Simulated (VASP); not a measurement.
Tl2F:

```
CELL_PARAMETERS angstrom
5.23300 0.00000 0.00000
-2.61650 4.53191 0.00000
0.00000 0.00000 3.30913
ATOMIC_POSITIONS crystal
Tl 0.33333 0.66667 0.50000
Tl 0.66667 0.33333 0.50000
F 0.00000 0.00000 0.50000
```

The cell was generated, and may not be a known phase.

- Program: VASP 6.6.1
- Task: relaxation of cell and atoms
- Functional: PBE
- Potentials or basis: VASP PAW PBE potentials, release 64 (Tl_d, F)
- Cutoff: 600 eV
- k mesh: 6 × 6 × 6
- Occupations: gaussian, width 0.1 eV
- Spin: no spin polarisation

At the start: pressure 0.4 GPa; volume 26.16 Å³/atom.

How do energy, volume and symmetry change on relaxing?

Over 8 steps the energy falls by 3.2 meV/atom and the volume is 27.53 Å³/atom (+5.3 %); space group P6/mmm (No. 191, to 0.1 Å) before and after.

Step by step:
| step | energy change (eV) | largest force (eV/Å) | pressure (GPa) | volume (Å³) |
| --- | --- | --- | --- | --- |
| 1 | 0.0000 | 0.0000 | 0.39 | 78.48 |
| 2 | -0.0016 | 0.0000 | 0.18 | 79.20 |
| 3 | -0.0023 | 0.0000 | -0.04 | 79.97 |
| 4 | -0.0023 | 0.0000 | -0.10 | 80.20 |
| 5 | -0.0037 | 0.0000 | -0.11 | 80.53 |
| 6 | -0.0075 | 0.0000 | -0.07 | 81.54 |
| 7 | -0.0082 | 0.0000 | -0.06 | 83.51 |
| 8 | -0.0096 | 0.0000 | -0.08 | 82.60 |

Final structure:
```
Tl F
1.0
     5.22814    0.00000    0.00000
    -2.61407    4.52770    0.00000
     0.00000    0.00000    3.48937
Tl F
2 1
Direct
  0.33333 0.66667 0.50000
  0.66667 0.33333 0.50000
  0.00000 0.00000 0.50000
```
